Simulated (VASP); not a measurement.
# CdI2 (P-3m1) in VASP: notebook

The runs below take CdI2 through single point, with PBE, r2SCAN.

All numbers are computed with VASP 6.6.1; they aren't measurements. Logs are shortened: lines on timing, memory, paths and dates and some standing lists are left out, and cuts for length are marked.

### Step 1. The cell of the first run

It takes space group P-3m1 (No. 164, trigonal). Conventional cell: a = 4.247 Å, b = 4.247 Å, c = 6.895 Å, α = 90.00°, β = 90.00°, γ = 120.00°. Within 3.9 Å of Cd (site symmetry -3m) lie 6 I at 2.99 Å. Within 3.9 Å of I (site symmetry 3m) lie 3 Cd at 2.99 Å.

### Step 2. Single point, PBE

INCAR

```
SYSTEM = CdI2
PREC = Accurate ; ENCUT = 500
EDIFF = 1E-6 ; ISMEAR = 0
SIGMA = 0.01 ; LREAL = .FALSE.
LASPH = .TRUE. ; NELM = 120
ALGO = Normal ; ISIF = 2
LWAVE = .FALSE. ; LCHARG = .FALSE.
GGA = PE ; NBANDS = 20
GGA_COMPAT = .FALSE.
```

KPOINTS

```
regular mesh
0
G
  12 12 4
  0 0 0
```

POSCAR

```
CdI2
1.0
    4.2470087526      0.0000000000      0.0000000000
   -2.1235043763      3.6780174699      0.0000000000
    0.0000000000      0.0000000000      6.8950252112
Cd I
1 2
Direct
    0.0000000000      0.0000000000      0.0000000000
    0.3333333333      0.6666666667      0.2493934692
    0.6666666667      0.3333333333      0.7506065308
```

Potentials or basis: VASP PAW PBE potentials, release 64 (Cd, I).

The run is started by

```
$ cat potpaw_PBE.64/Cd/POTCAR potpaw_PBE.64/I/POTCAR > POTCAR
$ mpirun -np 1 vasp_std > vasp.out
```

OUTCAR:

```text
SYSTEM = CdI2
   PREC = Accurate
   ENCUT = 500
   EDIFF = 1E-6
   ISMEAR = 0
   LREAL = .FALSE.
   LASPH = .TRUE.
   NELM = 120
   ISIF = 2
   GGA = PE

 ion  position               nearest neighbor table
   1  0.000  0.000  0.000-   2 2.99   3 2.99   3 2.99   2 2.99   3 2.99   2 2.99
   2  0.333  0.667  0.249-   1 2.99   1 2.99   1 2.99
   3  0.667  0.333  0.751-   1 2.99   1 2.99   1 2.99

  LATTYP: Found a hexagonal cell.
 ALAT       =     4.2470087526
 C/A-ratio  =     1.6235015308

  Lattice vectors:

 A1 = (   4.2470087526,   0.0000000000,   0.0000000000)
 A2 = (  -2.1235043763,   3.6780174699,   0.0000000000)
 A3 = (   0.0000000000,   0.0000000000,   6.8950252112)

Analysis of symmetry for initial positions (statically):
=====================================================================
 Subroutine PRICEL returns:
 Original cell was already a primitive cell.

 Routine SETGRP: Setting up the symmetry group for a
 hexagonal supercell.

 Subroutine GETGRP returns: Found 12 space group operations
 (whereof 12 operations were pure point group operations)
 out of a pool of 24 trial point group operations.

The static configuration has the point symmetry D_3d.

Analysis of symmetry for dynamics (positions and initial velocities):
=====================================================================
 Subroutine PRICEL returns:
 Original cell was already a primitive cell.

 Routine SETGRP: Setting up the symmetry group for a
 hexagonal supercell.

 Subroutine GETGRP returns: Found 12 space group operations
 (whereof 12 operations were pure point group operations)
 out of a pool of 24 trial point group operations.

The dynamic configuration has the point symmetry D_3d.

 Subroutine INISYM returns: Found 12 space group operations
 (whereof 12 operations are pure point group operations),
 and found     1 'primitive' translations

----------------------------------------------------------------------------------------

                                     Primitive cell

  volume of cell :     107.7042

  direct lattice vectors                    reciprocal lattice vectors
     4.247008753  0.000000000  0.000000000     0.235459840  0.135942802  0.000000000
    -2.123504376  3.678017470  0.000000000     0.000000000  0.271885604  0.000000000
     0.000000000  0.000000000  6.895025211     0.000000000  0.000000000  0.145032102

  length of vectors
     4.247008753  4.247008753  6.895025211     0.271885604  0.271885604  0.145032102

  position of ions in fractional coordinates (direct lattice)
     0.000000000  0.000000000  0.000000000
     0.333333333  0.666666667  0.249393469
     0.666666667  0.333333333  0.750606531

  ion indices of the primitive-cell ions
   primitive index   ion index
                 1           1
                 2           2
                 3           3

----------------------------------------------------------------------------------------

 KPOINTS: regular mesh

Automatic generation of k-mesh.
 Grid dimensions read from file:
 generate k-points for:   12   12    4

 Generating k-lattice:

  Cartesian coordinates                     Fractional coordinates (reciprocal lattice)
     0.019621653  0.011328567  0.000000000     0.083333333  0.000000000  0.000000000
     0.000000000  0.022657134  0.000000000     0.000000000  0.083333333  0.000000000
     0.000000000  0.000000000  0.036258026     0.000000000  0.000000000  0.250000000

  Length of vectors
     0.022657134  0.022657134  0.036258026

  Shift w.r.t. Gamma in fractional coordinates (k-lattice)
     0.000000000  0.000000000  0.000000000

 Subroutine IBZKPT returns following result:
 ===========================================

 Found     69 irreducible k-points:

 Following reciprocal coordinates:
            Coordinates               Weight
  0.000000  0.000000  0.000000      1.000000
  0.083333  0.000000  0.000000      6.000000
  0.166667  0.000000  0.000000      6.000000
  0.250000 -0.000000  0.000000      6.000000
  0.333333  0.000000  0.000000      6.000000
  0.416667 -0.000000  0.000000      6.000000
[... 16 lines left out ...]
  0.166667  0.000000  0.250000      6.000000
  0.000000  0.166667  0.250000      6.000000
 [... further k-points ...]
   k-points           NKPTS =     69   k-points in BZ     NKDIM =     69   number of bands    NBANDS=     20
   number of dos      NEDOS =    301   number of ions     NIONS =      3
   total plane-waves  NPLWV =  51200
   dimension x,y,z NGX =    32 NGY =   32 NGZ =   50
   dimension x,y,z NGXF=    64 NGYF=   64 NGZF=  100
   ions per type =               1   2
   NGX,Y,Z   is equivalent  to a cutoff of  12.53, 12.53, 12.06 a.u.
   NGXF,Y,Z  is equivalent  to a cutoff of  25.05, 25.05, 24.11 a.u.
 SYSTEM =  CdI2
   PREC   = accura    normal or accurate (medium, high low for compatibility)
   ISTART =      0    job   : 0-new  1-cont  2-samecut
   ICHARG =      2    charge: 1-file 2-atom 10-const
   ISPIN  =      1    spin polarized calculation?
   LNONCOLLINEAR =      F non collinear calculations
   LSORBIT =      F    spin-orbit coupling
   LASPH  =      T    aspherical Exc in radial PAW
   ENCUT  =  500.0 eV  36.75 Ry    6.06 a.u.   7.74  7.74 12.57*2*pi/ulx,y,z
   NELM   =    120;   NELMIN=  2; NELMDL= -5     # of ELM steps
   EDIFF  = 0.1E-05   stopping-criterion for ELM
   LREAL  =      F    real-space projection
   EDIFFG = 0.1E-04   stopping-criterion for IOM
   NSW    =      0    number of steps for IOM
   IBRION =     -1    ionic relax: 0-MD 1-quasi-New 2-CG
   NFREE  =      0    steps in history (QN), initial steepest desc. (CG)
   ISIF   =      2    stress and relaxation
   ISYM   =      2    0-nonsym 1-usesym 2-fastsym
   POTIM  = 0.5000    time-step for ionic-motion
   TEBEG  =    0.0;   TEEND  =   0.0 temperature during run
   PSTRESS=    0.0 pullay stress
   NELECT =      26.0000    total number of electrons
   NUPDOWN=      -1.0000    fix difference up-down
   EMIN   =  10.00;   EMAX   =-10.00  energy-range for DOS
   EFERMI =   0.00;   METHOD = LEGACY
   ISMEAR =     0;   SIGMA  =   0.01  broadening in eV -4-tet -1-fermi 0-gaus
   EFERMI_NEDOS =   21; number of points for ismear=-14 and -15
   IALGO  =     38    algorithm
   IMIX   =      4    mixing-type and parameters
     AMIX     =   0.40;   BMIX     =  1.00
     AMIX_MAG =   1.60;   BMIX_MAG =  1.00
  volume/ion in A,a.u.               =      35.90       242.27
  Fermi-wavevector in a.u.,A,eV,Ry     =   1.019346  1.926285 14.137359  1.039067
  Thomas-Fermi vector in A             =   2.152855
   LORBIT       =      0    0 simple, 1 ext, 2 COOP (PROOUT), +10 PAW based schemes
   GGA     = PE    functional components
   LHFCALC =     F    Hartree Fock is set to
   AEXX    =    0.0000 exact exchange contribution
   IVDW    =     0    specifies the selected vdW correction
   LEPSILON=     F    determine dielectric tensor
   LRPA    =     F    only Hartree local field effects (RPA)
 non-spin polarized calculation
 Gauss-broadening in eV      SIGMA  =   0.01
  energy-cutoff  :      500.00
  volume of cell :      107.70
 maximum number of plane-waves:      2786
 NGX is ok and might be reduce to    32
   NGX = 15   NGY = 15   NGZ = 25

 number of electron      25.9999997 magnetization

 Free energy of the ion-electron system (eV)
  ---------------------------------------------------
  ext. energy  EPLUGINS =         0.00000000
  ---------------------------------------------------
  free energy    TOTEN  =        -5.49454440 eV

  energy without entropy =       -5.49454440  energy(sigma->0) =       -5.49454440

 E-fermi :   2.0719     XC(G=0):  -8.5415

 val. band max:        1.9705514687   @ k =   0.0833   0.0000   0.2500
 cond. band min:       4.3248788159   @ k =   0.5000  -0.0000   0.5000
 fundamental gap:      2.3543273472
 Fermi energy:         2.0719217530

 k-point     1 :       0.0000    0.0000    0.0000
  band No.  band energies     occupation
      1     -10.1355      2.00000
      2      -9.4438      2.00000
      3      -5.6204      2.00000
      4      -5.6204      2.00000
      5      -5.5058      2.00000
      6      -5.4247      2.00000
[... 12 lines left out ...]
     19      11.0088      0.00000
     20      11.1222      0.00000

 k-point     2 :       0.0833    0.0000    0.0000
  band No.  band energies     occupation
      1     -10.1011      2.00000
      2      -9.4385      2.00000
      3      -5.6149      2.00000
      4      -5.6036      2.00000
      5      -5.4986      2.00000
      6      -5.4265      2.00000
[... 12 lines left out ...]
     19      10.5881      0.00000
     20      10.8813      0.00000

 k-point     3 :       0.1667    0.0000    0.0000
  band No.  band energies     occupation
      1     -10.0035      2.00000
      2      -9.4247      2.00000
      3      -5.6018      2.00000
      4      -5.5592      2.00000
      5      -5.4776      2.00000
      6      -5.4296      2.00000
[... 12 lines left out ...]
     19      10.1518      0.00000
     20      11.0889      0.00000

 k-point     4 :       0.2500   -0.0000    0.0000
  band No.  band energies     occupation
      1      -9.8599      2.00000
      2      -9.4087      2.00000
      3      -5.5892      2.00000
      4      -5.5166      2.00000
      5      -5.4432      2.00000
      6      -5.4179      2.00000
[... 12 lines left out ...]
     19       9.9829      0.00000
     20      11.0021      0.00000

 k-point     5 :       0.3333    0.0000    0.0000
  band No.  band energies     occupation
      1      -9.6991      2.00000
      2      -9.3997      2.00000
      3      -5.5830      2.00000
      4      -5.5071      2.00000
      5      -5.4279      2.00000
      6      -5.3886      2.00000
[... 12 lines left out ...]
     19      10.4921      0.00000
     20      11.0980      0.00000
[... 353 lines left out ...]
      6      -5.4265      2.00000
[... 12 lines left out ...]
     19      10.1730      0.00000
     20      10.9821      0.00000

 k-point    22 :       0.0000    0.0833    0.2500
  band No.  band energies     occupation
      1     -10.0359      2.00000
      2      -9.5253      2.00000
      3      -5.6150      2.00000
      4      -5.6062      2.00000
      5      -5.4935      2.00000
      6      -5.4267      2.00000
[... 12 lines left out ...]
     19      10.1608      0.00000
     20      10.7365      0.00000

 k-point    23 :       0.1667    0.0000    0.2500
  band No.  band energies     occupation
      1      -9.9403      2.00000
      2      -9.5050      2.00000
      3      -5.6015      2.00000
      4      -5.5625      2.00000
      5      -5.4760      2.00000
      6      -5.4295      2.00000
[... 12 lines left out ...]
     19      10.0603      0.00000
     20      11.0738      0.00000

 k-point    24 :       0.0000    0.1667    0.2500
  band No.  band energies     occupation
      1      -9.9450      2.00000
      2      -9.4984      2.00000
      3      -5.6021      2.00000
      4      -5.5696      2.00000
      5      -5.4727      2.00000
      6      -5.4310      2.00000
[... 12 lines left out ...]
     19      10.0422      0.00000
     20      10.7613      0.00000

 [... further k-points ...]

------------------------ aborting loop because EDIFF is reached ----------------------------------------

  FORCE on cell =-STRESS in cart. coord.  units (eV):
  Direction    XX          YY          ZZ          XY          YZ          ZX
  --------------------------------------------------------------------------------------
  -------------------------------------------------------------------------------------
  Total        1.1621844      1.1621844      1.0991901      0.0000000      0.0000000      0.0000000
  in kB       17.2883217     17.2883217     16.3512366      0.0000000      0.0000000      0.0000000
  external PRESSURE =      16.9759600 kB  Pullay stress =       0.0000000 kB

 VOLUME and BASIS-vectors are now :
 -----------------------------------------------------------------------------
  energy-cutoff  :      500.00
  volume of cell :      107.70
      direct lattice vectors                 reciprocal lattice vectors
     4.247008753  0.000000000  0.000000000     0.235459840  0.135942802  0.000000000
    -2.123504376  3.678017470  0.000000000     0.000000000  0.271885604  0.000000000
     0.000000000  0.000000000  6.895025211     0.000000000  0.000000000  0.145032102

 POSITION                                       TOTAL-FORCE (eV/Angst)
 -----------------------------------------------------------------------------------
      0.00000      0.00000      0.00000        -0.000000      0.000000      0.000000
     -0.00000      2.45201      1.71957         0.000000     -0.000000      0.090368
      2.12350      1.22601      5.17545         0.000000      0.000000     -0.090368
 -----------------------------------------------------------------------------------
    total drift:                               -0.000000     -0.000000      0.000000

  FREE ENERGIE OF THE ION-ELECTRON SYSTEM (eV)
  ---------------------------------------------------
  free  energy   TOTEN  =        -5.4945444043 eV

  energy  without entropy=       -5.4945444043  energy(sigma->0) =       -5.49454440
```

It took 97 s on 1 thread of Intel Xeon Platinum 8259CL at 2.50GHz (Skylake/Cascade Lake), shared host; peak memory 0.3 GiB.

Results:

| Property | Result |
| --- | --- |
| Free energy | -5.4945 eV |
| Pressure | 1.7 GPa |
| Largest force | 0.090 eV/Å |
| Band gap on the k mesh | 2.35 eV, indirect (least direct gap 2.61 eV) |

Forces in eV/Å, atoms in the order of the input:
```
Cd   0.000  0.000  0.000
I    0.000  0.000  0.090
I    0.000  0.000 -0.090
```

Levels at points of the mesh, in eV from the valence-band top:
| k point | band 11 | band 12 | band 13 | band 14 | band 15 | band 16 |
| --- | --- | --- | --- | --- | --- | --- |
| (0.00, 0.00, 0.00) | -0.16 | -0.16 | -0.16 | 2.45 | 4.47 | 6.33 |
| (0.50, 0.00, 0.00) | -1.51 | -0.71 | -0.14 | 2.64 | 4.99 | 5.93 |
| (0.00, 0.00, 0.50) | -0.42 | -0.02 | -0.02 | 3.57 | 4.50 | 6.13 |
| (0.50, 0.00, 0.50) | -1.22 | -0.51 | -0.45 | 2.35 | 4.93 | 5.81 |

Caveat: spin-orbit coupling is left out, which moves the levels of the heavy elements; this functional lacks dispersion, which binds the layers, so the pressure and a relaxed spacing across them are unreliable.

### Step 3. Single point, r2SCAN

POSCAR is that of step 2.

INCAR.step1

```
SYSTEM = CdI2
PREC = Accurate
ENCUT = 550
ISMEAR = 0
SIGMA = 0.01
LREAL = .FALSE.
LASPH = .TRUE.
NELM = 120
NBANDS = 20
GGA = PE
ALGO = Normal
EDIFF = 1E-5
LWAVE = .TRUE.
LCHARG = .FALSE.
GGA_COMPAT = .FALSE.
```

INCAR.step2

```
SYSTEM = CdI2
PREC = Accurate
ENCUT = 550
EDIFF = 1E-6
ISMEAR = 0
SIGMA = 0.01
LREAL = .FALSE.
LASPH = .TRUE.
NELM = 120
ALGO = Normal
ISIF = 2
LWAVE = .FALSE.
LCHARG = .TRUE.
METAGGA = R2SCAN
LMIXTAU = .TRUE.
LELF = .TRUE.
LVHAR = .TRUE.
NBANDS = 20
ISTART = 1
GGA_COMPAT = .FALSE.
```

KPOINTS

```
Automatic mesh
0
G
  12 12 4
  0 0 0
```

Potentials or basis: VASP PAW PBE potentials, release 64 (Cd, I).

The run is started by

```
$ cat potpaw_PBE.64/Cd/POTCAR potpaw_PBE.64/I/POTCAR > POTCAR
$ cp INCAR.step1 INCAR
$ mpirun -np 1 vasp_std > vasp.out
$ cp INCAR.step2 INCAR
$ mpirun -np 1 vasp_std > vasp.out
```

It took 5.9 min on 1 thread of Intel Xeon Platinum 8259CL at 2.50GHz (Skylake/Cascade Lake), shared host; peak memory 0.34 GiB.

Results (log left out):

```
Free energy            : -71.3557 eV
Pressure               : 0.9 GPa
Largest force          : 0.020 eV/Å
Band gap on the k mesh : 2.80 eV, indirect (least direct gap 3.13 eV)
```

Forces on the atoms (eV/Å):
```
Cd   0.000  0.000  0.000
I    0.000  0.000  0.020
I    0.000  0.000 -0.020
```

Levels at points of the mesh, in eV from the valence-band top:
```csv
k point,band 10,band 11,band 12,band 13,band 14,band 15,band 16,band 17
"(0.00, 0.00, 0.00)",-0.30,-0.16,-0.16,-0.15,3.06,5.05,6.90,6.90
"(0.50, 0.00, 0.00)",-2.00,-1.53,-0.70,-0.14,3.05,5.58,6.36,7.07
"(0.00, 0.00, 0.50)",-0.43,-0.43,-0.02,-0.02,4.12,5.12,6.69,6.69
"(0.50, 0.00, 0.50)",-1.33,-1.22,-0.51,-0.46,2.80,5.44,6.35,7.06
```

Caveat: the PAW data sets were made with another functional, which shifts forces and pressure a little; spin-orbit coupling is left out, which moves the levels of the heavy elements.
